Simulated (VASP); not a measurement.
# NiO (Fm-3m) in VASP: relaxation of cell and atoms with PBE+U

Aim: the relaxation of cell and atoms of NiO with PBE+U.

Program: VASP 6.6.1. These are calculated values, not measurements. Logs are shortened: lines on timing, memory, paths and dates and some standing lists are left out, and cuts for length are marked.

### Step 1. The cell of the first run

The structure is cubic, space group Fm-3m (No. 225). Conventional cell: a = 4.183 Å, b = 4.183 Å, c = 4.183 Å, α = 90.00°, β = 90.00°, γ = 90.00°. Within 2.8 Å of Ni (site symmetry m-3m) lie 6 O at 2.09 Å. O (site symmetry m-3m) has 6 Ni at 2.09 Å within 2.8 Å.

### Step 2. Relaxation of cell and atoms, PBE+U, collinear spin, ferromagnetic start

Contents of INCAR:

```
SYSTEM = NiO
PREC     = Accurate       ! precision mode
ENCUT    = 700            ! plane-wave cutoff, eV
EDIFF    = 1E-7           ! SCF threshold, eV
ISMEAR   = 0              ! smearing method
SIGMA    = 0.1            ! smearing width, eV
LREAL    = .FALSE.        ! projectors in reciprocal space
LASPH    = .TRUE.         ! aspherical terms in the spheres
NELM     = 200            ! most SCF steps
ALGO     = Normal         ! electronic algorithm
ISIF     = 3              ! what is computed and relaxed
LWAVE    = .FALSE.        ! write WAVECAR
LCHARG   = .FALSE.        ! write CHGCAR
ISPIN    = 2              ! spin polarisation
MAGMOM   = 1.89 0.22      ! initial moments
LORBIT   = 11             ! projections on sites
LMAXMIX  = 4              ! l up to which the mixer works
LDAU     = .TRUE.         ! DFT+U
LDAUTYPE = 2            
LDAUL    = 2 -1           ! shell
LDAUU    = 6.2 0          ! U, eV
LDAUJ    = 0 0          
LDAUPRINT= 1            
GGA      = PE             ! functional
IBRION   = 2              ! ionic algorithm
NSW      = 100            ! ionic steps
EDIFFG   = -0.05          ! ionic threshold
GGA_COMPAT= .FALSE.      
NELMIN   = 4
```

Contents of KPOINTS:

```
Automatic mesh
0
G
  8 8 8
  0 0 0
```

Contents of POSCAR:

```
NiO
1.0
    0.0000000000      2.0913100000      2.0913100000
    2.0913100000      0.0000000000      2.0913100000
    2.0913100000      2.0913100000      0.0000000000
Ni O
1 1
Direct
    0.0000000000      0.0000000000      0.0000000000
    0.5000000000      0.5000000000      0.5000000000
```

Potentials or basis: VASP PAW PBE potentials, release 64 (Ni_sv_GW, O).

The run is started by

```
cat potpaw_PBE.64/Ni_sv_GW/POTCAR potpaw_PBE.64/O/POTCAR > POTCAR
mpirun -np 1 vasp_std > vasp.out
```

OUTCAR:

```text
SYSTEM = NiO
   PREC = Accurate
   ENCUT = 700
   EDIFF = 1E-7
   ISMEAR = 0
   LREAL = .FALSE.
   LASPH = .TRUE.
   NELM = 200
   ISIF = 3
   ISPIN = 2
   LORBIT = 11
   GGA = PE
   IBRION = 2
   NSW = 100
   EDIFFG = -0.05
   NELMIN = 4

 ion  position               nearest neighbor table
   1  0.000  0.000  0.000-   2 2.09   2 2.09   2 2.09   2 2.09   2 2.09   2 2.09
   2  0.500  0.500  0.500-   1 2.09   1 2.09   1 2.09   1 2.09   1 2.09   1 2.09

  LATTYP: Found a face centered cubic cell.
 ALAT       =     4.1826200000

  Lattice vectors:

 A1 = (   0.0000000000,   2.0913100000,   2.0913100000)
 A2 = (   2.0913100000,   0.0000000000,   2.0913100000)
 A3 = (   2.0913100000,   2.0913100000,   0.0000000000)

Analysis of symmetry for initial positions (statically):
=====================================================================
 Subroutine PRICEL returns:
 Original cell was already a primitive cell.

 Routine SETGRP: Setting up the symmetry group for a
 face centered cubic supercell.

 Subroutine GETGRP returns: Found 48 space group operations
 (whereof 48 operations were pure point group operations)
 out of a pool of 48 trial point group operations.

The static configuration has the point symmetry O_h .

Analysis of symmetry for dynamics (positions and initial velocities):
=====================================================================
 Subroutine PRICEL returns:
 Original cell was already a primitive cell.

 Routine SETGRP: Setting up the symmetry group for a
 face centered cubic supercell.

 Subroutine GETGRP returns: Found 48 space group operations
 (whereof 48 operations were pure point group operations)
 out of a pool of 48 trial point group operations.

The dynamic configuration has the point symmetry O_h .

Analysis of structural, dynamic, and magnetic symmetry:
=====================================================================
 Subroutine PRICEL returns:
 Original cell was already a primitive cell.

 Routine SETGRP: Setting up the symmetry group for a
 face centered cubic supercell.

 Subroutine GETGRP returns: Found 48 space group operations
 (whereof 48 operations were pure point group operations)
 out of a pool of 48 trial point group operations.

The overall configuration has the point symmetry O_h .

 Subroutine INISYM returns: Found 48 space group operations
 (whereof 48 operations are pure point group operations),
 and found     1 'primitive' translations

----------------------------------------------------------------------------------------

                                     Primitive cell

  volume of cell :      18.2930

  direct lattice vectors                    reciprocal lattice vectors
     0.000000000  2.091310000  2.091310000    -0.239084593  0.239084593  0.239084593
     2.091310000  0.000000000  2.091310000     0.239084593 -0.239084593  0.239084593
     2.091310000  2.091310000  0.000000000     0.239084593  0.239084593 -0.239084593

  length of vectors
     2.957558965  2.957558965  2.957558965     0.414106662  0.414106662  0.414106662

  position of ions in fractional coordinates (direct lattice)
     0.000000000  0.000000000  0.000000000
     0.500000000  0.500000000  0.500000000

  ion indices of the primitive-cell ions
   primitive index   ion index
                 1           1
                 2           2

----------------------------------------------------------------------------------------

 KPOINTS: Automatic mesh

Automatic generation of k-mesh.
 Grid dimensions read from file:
 generate k-points for:    8    8    8

 Generating k-lattice:

  Cartesian coordinates                     Fractional coordinates (reciprocal lattice)
    -0.029885574  0.029885574  0.029885574     0.125000000  0.000000000  0.000000000
     0.029885574 -0.029885574  0.029885574     0.000000000  0.125000000  0.000000000
     0.029885574  0.029885574 -0.029885574     0.000000000  0.000000000  0.125000000

  Length of vectors
     0.051763333  0.051763333  0.051763333

  Shift w.r.t. Gamma in fractional coordinates (k-lattice)
     0.000000000  0.000000000  0.000000000

 Subroutine IBZKPT returns following result:
 ===========================================

 Found     29 irreducible k-points:

 Following reciprocal coordinates:
            Coordinates               Weight
  0.000000  0.000000  0.000000      1.000000
  0.125000  0.000000  0.000000      8.000000
  0.250000  0.000000  0.000000      8.000000
  0.375000  0.000000  0.000000      8.000000
  0.500000  0.000000  0.000000      4.000000
  0.125000  0.125000  0.000000      6.000000
[... 16 lines left out ...]
  0.500000  0.250000  0.125000     48.000000
 -0.375000  0.250000  0.125000     24.000000
 [... further k-points ...]
   k-points           NKPTS =     29   k-points in BZ     NKDIM =     29   number of bands    NBANDS=     17
   number of dos      NEDOS =    301   number of ions     NIONS =      2
   total plane-waves  NPLWV =  21952
   dimension x,y,z NGX =    28 NGY =   28 NGZ =   28
   dimension x,y,z NGXF=    56 NGYF=   56 NGZF=   56
   ions per type =               1   1
   NGX,Y,Z   is equivalent  to a cutoff of  15.74, 15.74, 15.74 a.u.
   NGXF,Y,Z  is equivalent  to a cutoff of  31.48, 31.48, 31.48 a.u.
 SYSTEM =  NiO
   PREC   = accura    normal or accurate (medium, high low for compatibility)
   ISTART =      0    job   : 0-new  1-cont  2-samecut
   ICHARG =      2    charge: 1-file 2-atom 10-const
   ISPIN  =      2    spin polarized calculation?
   LNONCOLLINEAR =      F non collinear calculations
   LSORBIT =      F    spin-orbit coupling
   LASPH  =      T    aspherical Exc in radial PAW
   ENCUT  =  700.0 eV  51.45 Ry    7.17 a.u.   6.38  6.38  6.38*2*pi/ulx,y,z
   NELM   =    200;   NELMIN=  4; NELMDL= -5     # of ELM steps
   EDIFF  = 0.1E-06   stopping-criterion for ELM
   LREAL  =      F    real-space projection
   EDIFFG = -.5E-01   stopping-criterion for IOM
   NSW    =    100    number of steps for IOM
   IBRION =      2    ionic relax: 0-MD 1-quasi-New 2-CG
   NFREE  =      1    steps in history (QN), initial steepest desc. (CG)
   ISIF   =      3    stress and relaxation
   ISYM   =      2    0-nonsym 1-usesym 2-fastsym
   POTIM  = 0.5000    time-step for ionic-motion
   TEBEG  =    0.0;   TEEND  =   0.0 temperature during run
   PSTRESS=    0.0 pullay stress
   NELECT =      24.0000    total number of electrons
   NUPDOWN=      -1.0000    fix difference up-down
   EMIN   =  10.00;   EMAX   =-10.00  energy-range for DOS
   EFERMI =   0.00;   METHOD = LEGACY
   ISMEAR =     0;   SIGMA  =   0.10  broadening in eV -4-tet -1-fermi 0-gaus
   EFERMI_NEDOS =   21; number of points for ismear=-14 and -15
   IALGO  =     38    algorithm
   IMIX   =      4    mixing-type and parameters
     AMIX     =   0.40;   BMIX     =  1.00
     AMIX_MAG =   1.60;   BMIX_MAG =  1.00
  volume/ion in A,a.u.               =       9.15        61.72
  Fermi-wavevector in a.u.,A,eV,Ry     =   1.792188  3.386744 43.701054  3.211937
  Thomas-Fermi vector in A             =   2.854603
   LORBIT       =     11    0 simple, 1 ext, 2 COOP (PROOUT), +10 PAW based schemes
 LDA+U is selected, type is set to LDAUTYPE =  2
   angular momentum for each species LDAUL =     2   -1
   U (eV)           for each species LDAUU =   6.2  0.0
   J (eV)           for each species LDAUJ =   0.0  0.0
   GGA     = PE    functional components
   LHFCALC =     F    Hartree Fock is set to
   AEXX    =    0.0000 exact exchange contribution
   IVDW    =     0    specifies the selected vdW correction
   LEPSILON=     F    determine dielectric tensor
   LRPA    =     F    only Hartree local field effects (RPA)
 conjugate gradient relaxation of ions
 spin polarized calculation
 Gauss-broadening in eV      SIGMA  =   0.10
  energy-cutoff  :      700.00
  volume of cell :       18.29
 maximum number of plane-waves:       783
 NGX is ok and might be reduce to    28
   NGX = 13   NGY = 13   NGZ = 13

--------------------------------------- Ionic step        1  -------------------------------------------

 number of electron      24.0000000 magnetization       1.9999990

 Free energy of the ion-electron system (eV)
  ---------------------------------------------------
  ext. energy  EPLUGINS =         0.00000000
  ---------------------------------------------------
  free energy    TOTEN  =       -10.22723113 eV

  energy without entropy =      -10.22723113  energy(sigma->0) =      -10.22723113

------------------------ aborting loop because EDIFF is reached ----------------------------------------

  FORCE on cell =-STRESS in cart. coord.  units (eV):
  Direction    XX          YY          ZZ          XY          YZ          ZX
  --------------------------------------------------------------------------------------
  -------------------------------------------------------------------------------------
  Total        1.1036483      1.1036483      1.1036483      0.0000000      0.0000000     -0.0000000
  in kB       96.6620634     96.6620634     96.6620634      0.0000000      0.0000000     -0.0000000
  external PRESSURE =      96.6620634 kB  Pullay stress =       0.0000000 kB
[... 53 lines left out ...]
  FREE ENERGIE OF THE ION-ELECTRON SYSTEM (eV)
  ---------------------------------------------------
  free  energy   TOTEN  =       -10.2398929193 eV

  energy  without entropy=      -10.2398929193  energy(sigma->0) =      -10.23989292

atom =   1  type =  1  l = 2

 onsite density matrix

spin component  1

  0.9388  0.0000 -0.0000 -0.0000  0.0000
  0.0000  0.9388 -0.0000 -0.0000 -0.0000
 -0.0000 -0.0000  0.9677  0.0000 -0.0000
 -0.0000 -0.0000  0.0000  0.9388 -0.0000
  0.0000 -0.0000 -0.0000 -0.0000  0.9677

spin component  2

  0.9318  0.0000  0.0000 -0.0000 -0.0000
  0.0000  0.9318  0.0000 -0.0000  0.0000
  0.0000  0.0000  0.0904 -0.0000 -0.0000
 -0.0000 -0.0000 -0.0000  0.9318  0.0000
 -0.0000  0.0000 -0.0000  0.0000  0.0904

 occupancies and eigenvectors

  o =  0.0904  v =  0.0000  0.0000  0.0000  0.0000  0.0000  0.0000  0.0000 -0.3160 -0.0000  0.9488      0.0000  0.0000  0.0000  0.0000  0.0000  0.0000  0.0000  0.0000  0.0000  0.0000
  o =  0.0904  v =  0.0000  0.0000  0.0000  0.0000  0.0000  0.0000 -0.0000 -0.9488  0.0000 -0.3160      0.0000  0.0000  0.0000  0.0000  0.0000  0.0000  0.0000  0.0000  0.0000  0.0000
  o =  0.9318  v =  0.0000  0.0000  0.0000  0.0000  0.0000  0.0000 -0.8180  0.0000  0.5752  0.0000      0.0000  0.0000  0.0000  0.0000  0.0000  0.0000  0.0000  0.0000  0.0000  0.0000
  o =  0.9318  v =  0.0000  0.0000  0.0000  0.0000  0.0000  0.0000 -0.5752  0.0000 -0.8180 -0.0000      0.0000  0.0000  0.0000  0.0000  0.0000  0.0000  0.0000  0.0000  0.0000  0.0000
  o =  0.9318  v =  0.0000  0.0000  0.0000  0.0000  0.0000  1.0000  0.0000  0.0000  0.0000  0.0000      0.0000  0.0000  0.0000  0.0000  0.0000  0.0000  0.0000  0.0000  0.0000  0.0000
  o =  0.9388  v =  1.0000  0.0000  0.0000  0.0000  0.0000  0.0000  0.0000  0.0000  0.0000  0.0000      0.0000  0.0000  0.0000  0.0000  0.0000  0.0000  0.0000  0.0000  0.0000  0.0000
  o =  0.9388  v =  0.0000 -0.5135 -0.0000 -0.8581  0.0000  0.0000  0.0000  0.0000  0.0000  0.0000      0.0000  0.0000  0.0000  0.0000  0.0000  0.0000  0.0000  0.0000  0.0000  0.0000
  o =  0.9388  v =  0.0000 -0.8581  0.0000  0.5135  0.0000  0.0000  0.0000  0.0000  0.0000  0.0000      0.0000  0.0000  0.0000  0.0000  0.0000  0.0000  0.0000  0.0000  0.0000  0.0000
  o =  0.9677  v =  0.0000 -0.0000 -0.0943  0.0000 -0.9955  0.0000  0.0000  0.0000  0.0000  0.0000      0.0000  0.0000  0.0000  0.0000  0.0000  0.0000  0.0000  0.0000  0.0000  0.0000
  o =  0.9677  v =  0.0000 -0.0000  0.9955 -0.0000 -0.0943  0.0000  0.0000  0.0000  0.0000  0.0000      0.0000  0.0000  0.0000  0.0000  0.0000  0.0000  0.0000  0.0000  0.0000  0.0000

--------------------------------------- Ionic step        3  -------------------------------------------

 number of electron      23.9999988 magnetization       1.9999999

 Free energy of the ion-electron system (eV)
  ---------------------------------------------------
  ext. energy  EPLUGINS =         0.00000000
  ---------------------------------------------------
  free energy    TOTEN  =       -10.25207444 eV

  energy without entropy =      -10.25207444  energy(sigma->0) =      -10.25207444

 E-fermi :   6.2976     XC(G=0): -12.7038

 val. band max:        5.6133364293   @ k =   0.5000   0.0000   0.0000
 cond. band min:       7.6888262784   @ k =   0.0000   0.0000   0.0000
 fundamental gap:      2.0754898491
 Fermi energy:         6.2975711197

 spin component 1

 k-point     1 :       0.0000    0.0000    0.0000
  band No.  band energies     occupation
      1     -98.4069      1.00000
      2     -58.7839      1.00000
      3     -58.7839      1.00000
      4     -58.7839      1.00000
      5     -13.1283      1.00000
      6       0.0542      1.00000
[... 9 lines left out ...]
     16      24.1947      0.00000
     17      24.1947      0.00000
[... 973 lines left out ...]
  FREE ENERGIE OF THE ION-ELECTRON SYSTEM (eV)
  ---------------------------------------------------
  free  energy   TOTEN  =       -10.2520744415 eV

  energy  without entropy=      -10.2520744415  energy(sigma->0) =      -10.25207444

 reached required accuracy - stopping structural energy minimisation

 total charge

# of ion       s       p       d       f       tot
--------------------------------------------------
    1        2.156   6.210   7.703   0.008  16.077
    2        1.544   3.473   0.000   0.000   5.017
--------------------------------------------------
tot          3.700   9.683   7.703   0.008  21.095

 magnetization (x)

# of ion       s       p       d       f       tot
--------------------------------------------------
    1        0.010   0.012   1.773   0.001   1.796
    2        0.021   0.145   0.000   0.000   0.166
--------------------------------------------------
tot          0.030   0.157   1.773   0.001   1.961
```

Wall time 80 s (1 thread of AMD EPYC 9R45 (Zen 5), shared host); peak memory 0.17 GiB.

Results:

```
Free energy                                           : -10.2521 eV
Relaxed volume                                        : 9.58 Å³/atom
Relaxed cell                                          : a = 3.003 Å, b = 3.003 Å, c = 3.003 Å, α = 60.00°, β = 60.00°, γ = 60.00°
Space group after relaxing (to 0.1 Å)                 : Fm-3m (No. 225)
Energy gained by relaxing                             : 12.4 meV/atom
Ionic steps                                           : 3
Pressure after relaxing                               : 0.0 GPa
Band gap on the k mesh                                : 2.08 eV (least direct gap 3.30 eV)
Net moment                                            : 2.00 μB per cell
Site moments                                          : Ni +1.80; O +0.17 μB
Valence electrons inside the program's atomic spheres : Ni 16.08; O 5.02
```

The path:
```
step  energy change (eV)  largest force (eV/Å)  pressure (GPa)  volume (Å³)
   1              0.0000                0.0000            9.67        18.29
   2             -0.0127                0.0000           -5.87        19.79
   3             -0.0248                0.0000           -0.03        19.15
```

Final structure:
```
CELL_PARAMETERS angstrom
0.00000 2.12354 2.12354
2.12354 0.00000 2.12354
2.12354 2.12354 0.00000
ATOMIC_POSITIONS crystal
Ni 0.00000 0.00000 0.00000
O 0.50000 0.50000 0.50000
```

Eigenvalues of the final occupation matrices:
```tsv
site	spin	trace	eigenvalues
site 1 d	1	4.75	0.94 0.94 0.94 0.97 0.97
site 1 d	2	2.98	0.09 0.09 0.93 0.93 0.93
```

Caveat: a cell with one magnetic atom can't hold antiferromagnetic order, which such compounds often take. A k mesh can miss the band edges.
